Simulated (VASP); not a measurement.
# Zn3Sb4O6F6 (I-43m) in VASP: notebook, part 2 of 2

VASP 6.6.1. The steps go on from the part before.

**3. Electric field gradients, r2SCAN**

Contents of POSCAR:

```
Zn3Sb4O6F6
1.0
   -4.0645500000      4.0645500000      4.0645500000
    4.0645500000     -4.0645500000      4.0645500000
    4.0645500000      4.0645500000     -4.0645500000
Zn Sb O F
3 4 6 6
Direct
    0.0000000000      0.5000000000      0.5000000000
    0.5000000000      0.0000000000      0.5000000000
    0.5000000000      0.5000000000      0.0000000000
    0.3263433364      0.0000000000      0.0000000000
    0.0000000000      0.0000000000      0.3263433364
    0.0000000000      0.3263433364      0.0000000000
    0.6736566636      0.6736566636      0.6736566636
    0.0000000000      0.7488092905      0.7488092905
    0.2511907095      0.0000000000      0.2511907095
    0.0000000000      0.2511907095      0.2511907095
    0.7488092905      0.0000000000      0.7488092905
    0.2511907095      0.2511907095      0.0000000000
    0.7488092905      0.7488092905      0.0000000000
    0.2500000000      0.7500000000      0.5000000000
    0.7500000000      0.2500000000      0.5000000000
    0.5000000000      0.2500000000      0.7500000000
    0.5000000000      0.7500000000      0.2500000000
    0.7500000000      0.5000000000      0.2500000000
    0.2500000000      0.5000000000      0.7500000000
```

Contents of INCAR.step1:

```
SYSTEM = Zn3Sb4O6F6
PREC = Accurate
ENCUT = 520
ISMEAR = -1
SIGMA = 0.02
LREAL = Auto
LASPH = .True.
NELM = 60
NBANDS = 82
GGA = PE
ALGO = Normal
EDIFF = 1E-4
LWAVE = .True.
LCHARG = .False.
```

Contents of INCAR.step2:

```
SYSTEM = Zn3Sb4O6F6
PREC = Accurate
ENCUT = 520
EDIFF = 1E-8
ISMEAR = -1
SIGMA = 0.02
LREAL = Auto
LASPH = .True.
NELM = 60
ALGO = Normal
ISIF = 2
LWAVE = .False.
LCHARG = .False.
METAGGA = R2SCAN
LMIXTAU = .True.
LEFG = .True.
NBANDS = 82
ISTART = 1
```

Contents of KPOINTS:

```
regular mesh
0
Gamma
  4 4 4
  0 0 0
```

Potentials or basis: VASP PAW PBE potentials, release 64 (Zn, Sb, O, F).

Started as:

```
cat potpaw_PBE.64/Zn/POTCAR potpaw_PBE.64/Sb/POTCAR potpaw_PBE.64/O/POTCAR potpaw_PBE.64/F/POTCAR > POTCAR
cp INCAR.step1 INCAR
mpirun -np 1 vasp_std > vasp.out
cp INCAR.step2 INCAR
mpirun -np 1 vasp_std > vasp.out
```

OUTCAR:

```text
SYSTEM = Zn3Sb4O6F6
   PREC = Accurate
   ENCUT = 520
   EDIFF = 1E-8
   ISMEAR = -1
   LREAL = Auto
   LASPH = .True.
   NELM = 60
   ISIF = 2
   METAGGA = R2SCAN
   ISTART = 1

 ion  position               nearest neighbor table
   1  0.000  0.500  0.500-   8 2.02  10 2.02  14 2.03  15 2.03  18 2.03  19 2.03   4 3.32   7 3.32
                             6 3.32   5 3.32
   2  0.500  0.000  0.500-   9 2.02  11 2.02  14 2.03  15 2.03  16 2.03  17 2.03   6 3.32   7 3.32
                             4 3.32   5 3.32
   3  0.500  0.500  0.000-  12 2.02  13 2.02  16 2.03  17 2.03  18 2.03  19 2.03   5 3.32   4 3.32
                             6 3.32   7 3.32
   4  0.326  0.000  0.000-   8 2.01   9 2.01  12 2.01   3 3.32   2 3.32   1 3.32   5 3.75   6 3.75
                             7 3.75
   5  0.000  0.000  0.326-   9 2.01  10 2.01  13 2.01   2 3.32   1 3.32   3 3.32   4 3.75   7 3.75
                             6 3.75
   6  0.000  0.326  0.000-  10 2.01  11 2.01  12 2.01   3 3.32   1 3.32   2 3.32   4 3.75   7 3.75
                             5 3.75
   7  0.674  0.674  0.674-   8 2.01  11 2.01  13 2.01   2 3.32   1 3.32   3 3.32   4 3.75   6 3.75
                             5 3.75
   8  0.000  0.749  0.749-   4 2.01   7 2.01   1 2.02
   9  0.251  0.000  0.251-   4 2.01   5 2.01   2 2.02
  10  0.000  0.251  0.251-   5 2.01   6 2.01   1 2.02
  11  0.749  0.000  0.749-   6 2.01   7 2.01   2 2.02
  12  0.251  0.251  0.000-   4 2.01   6 2.01   3 2.02
  13  0.749  0.749  0.000-   5 2.01   7 2.01   3 2.02
  14  0.250  0.750  0.500-   1 2.03   2 2.03
  15  0.750  0.250  0.500-   1 2.03   2 2.03
  16  0.500  0.250  0.750-   2 2.03   3 2.03
  17  0.500  0.750  0.250-   2 2.03   3 2.03
  18  0.750  0.500  0.250-   1 2.03   3 2.03
  19  0.250  0.500  0.750-   1 2.03   3 2.03

  LATTYP: Found a body centered cubic cell.
[... 875 lines left out ...]
  energy-cutoff  :      520.00
  volume of cell :      268.59
      direct lattice vectors                 reciprocal lattice vectors
    -4.064550000  4.064550000  4.064550000     0.000000000  0.123014848  0.123014848
     4.064550000 -4.064550000  4.064550000     0.123014848  0.000000000  0.123014848
     4.064550000  4.064550000 -4.064550000     0.123014848  0.123014848  0.000000000

 POSITION                                       TOTAL-FORCE (eV/Angst)
 -----------------------------------------------------------------------------------
      4.06455      0.00000      0.00000        -0.000000     -0.000000      0.000000
      0.00000      4.06455      0.00000        -0.000000     -0.000000      0.000000
      0.00000      0.00000      4.06455        -0.000000     -0.000000      0.000000
     -1.32644      1.32644      1.32644         0.300762     -0.300762     -0.300762
      1.32644      1.32644     -1.32644        -0.300762     -0.300762      0.300762
      1.32644     -1.32644      1.32644        -0.300762      0.300762     -0.300762
[... 11 lines left out ...]
      0.00000      2.03227      4.06455        -0.000000     -0.000000      0.000000
      4.06455      2.03227      0.00000        -0.000000     -0.000000      0.000000
 -----------------------------------------------------------------------------------
    total drift:                               -0.000018     -0.000018     -0.000019

  FREE ENERGIE OF THE ION-ELECTRON SYSTEM (eV)
  ---------------------------------------------------
  free  energy   TOTEN  =      -221.7894510787 eV

  energy  without entropy=     -221.7894510787  energy(sigma->0) =     -221.78945108

 Electric field gradients (V/A^2)
---------------------------------------------------------------------
 ion       V_xx      V_yy      V_zz      V_xy      V_xz      V_yz
---------------------------------------------------------------------
   1     -33.159    16.580    16.580    -0.008    -0.008    -0.008
   2      16.580   -33.159    16.580    -0.008    -0.008    -0.008
   3      16.580    16.580   -33.159    -0.008    -0.008    -0.008
   4       0.000    -0.000    -0.000   187.092   187.092  -187.092
   5      -0.000    -0.000     0.000  -187.092   187.092   187.092
   6      -0.000     0.000    -0.000   187.092  -187.092   187.092
[... 11 lines left out ...]
  18     -37.693    75.386   -37.693    -0.003    -0.003    -0.003
  19     -37.693    75.386   -37.693    -0.003    -0.003    -0.003
---------------------------------------------------------------------

 Electric field gradients after diagonalization (V/A^2)
 (convention: |V_zz| > |V_xx| > |V_yy|)
----------------------------------------------------------------------
 ion       V_xx      V_yy      V_zz     asymmetry (V_yy - V_xx)/ V_zz
----------------------------------------------------------------------
   1      16.588    16.572   -33.159       0.000
   2      16.588    16.572   -33.159       0.000
   3      16.588    16.572   -33.159       0.000
   4     187.092   187.092  -374.184       0.000
   5     187.092   187.092  -374.184       0.000
   6     187.092   187.092  -374.184       0.000
[... 11 lines left out ...]
  18     -37.696   -37.690    75.386       0.000
  19     -37.696   -37.690    75.386       0.000
----------------------------------------------------------------------

           NMR quadrupolar parameters

 Cq : quadrupolar parameter    Cq=e*Q*V_zz/h
 eta: asymmetry parameters     (V_yy - V_xx)/ V_zz
 Q  : nuclear electric quadrupole moment in mb (millibarn)
----------------------------------------------------------------------
 ion       Cq(MHz)       eta       Q (mb)
----------------------------------------------------------------------
   1      -0.080       0.000       1.000
   2      -0.080       0.000       1.000
   3      -0.080       0.000       1.000
   4      -0.905       0.000       1.000
   5      -0.905       0.000       1.000
   6      -0.905       0.000       1.000
[... 11 lines left out ...]
  18       0.182       0.000       1.000
  19       0.182       0.000       1.000
----------------------------------------------------------------------
```

OUTCAR.step1:

```text
SYSTEM = Zn3Sb4O6F6
   PREC = Accurate
   ENCUT = 520
   ISMEAR = -1
   LREAL = Auto
   LASPH = .True.
   NELM = 60
[... 921 lines left out ...]
      1.32644     -1.32644      1.32644         0.035871     -0.035871      0.035871
[... 11 lines left out ...]
      0.00000      2.03227      4.06455         0.000000      0.000000      0.000000
      4.06455      2.03227      0.00000         0.000000      0.000000      0.000000
 -----------------------------------------------------------------------------------
    total drift:                               -0.000003     -0.000003     -0.000003

  FREE ENERGIE OF THE ION-ELECTRON SYSTEM (eV)
  ---------------------------------------------------
  free  energy   TOTEN  =       -94.3783786934 eV

  energy  without entropy=      -94.3783786934  energy(sigma->0) =      -94.37837869
```

It took 24 min on 1 thread of Intel Xeon Platinum 8488C (Sapphire Rapids), shared host; peak memory 0.51 GiB.

Results:

| Item | Value |
| --- | --- |
| Free energy | -221.7895 eV |
| Pressure | 0.2 GPa |
| Largest force | 0.521 eV/Å |
| Band gap on the k mesh | 3.23 eV (least direct gap 3.28 eV) |
| Largest electric field gradient by atom | Zn -33.2; Sb -374.2; O +97.9; F +75.4 V/Å² |

Forces on the atoms (eV/Å):
```
Zn   0.000  0.000  0.000
Zn   0.000  0.000  0.000
Zn   0.000  0.000  0.000
Sb   0.301 -0.301 -0.301
Sb  -0.301 -0.301  0.301
Sb  -0.301  0.301 -0.301
Sb   0.301  0.301  0.301
O    0.198  0.000  0.000
O    0.000 -0.198  0.000
O   -0.198  0.000  0.000
O    0.000  0.198  0.000
O    0.000  0.000 -0.198
O    0.000  0.000  0.198
F    0.000  0.000  0.000
F    0.000  0.000  0.000
F    0.000  0.000  0.000
F    0.000  0.000  0.000
F    0.000  0.000  0.000
F    0.000  0.000  0.000
```

Electric field gradients, principal values (V/Å²):
```csv
atom,least,middle,greatest (by size)
1 Zn,16.572,16.588,-33.159
2 Zn,16.572,16.588,-33.159
3 Zn,16.572,16.588,-33.159
4 Sb,187.092,187.092,-374.184
5 Sb,187.092,187.092,-374.184
6 Sb,187.092,187.092,-374.184
7 Sb,187.092,187.092,-374.184
8 O,-11.886,-86.042,97.927
9 O,-11.886,-86.043,97.928
10 O,-11.886,-86.043,97.928
11 O,-11.886,-86.042,97.927
12 O,-11.886,-86.043,97.928
13 O,-11.886,-86.042,97.927
14 F,-37.690,-37.696,75.386
15 F,-37.690,-37.696,75.386
16 F,-37.690,-37.696,75.386
17 F,-37.690,-37.696,75.386
18 F,-37.690,-37.696,75.386
19 F,-37.690,-37.696,75.386
```

Caveat: without QUAD_EFG the Cq values of the log hold for a quadrupole moment of 1 mb, not for the nuclei; the PAW data sets were made with another functional, which shifts forces and pressure a little; spin-orbit coupling is left out, which moves the levels of the heavy elements. A k mesh can miss the band edges.
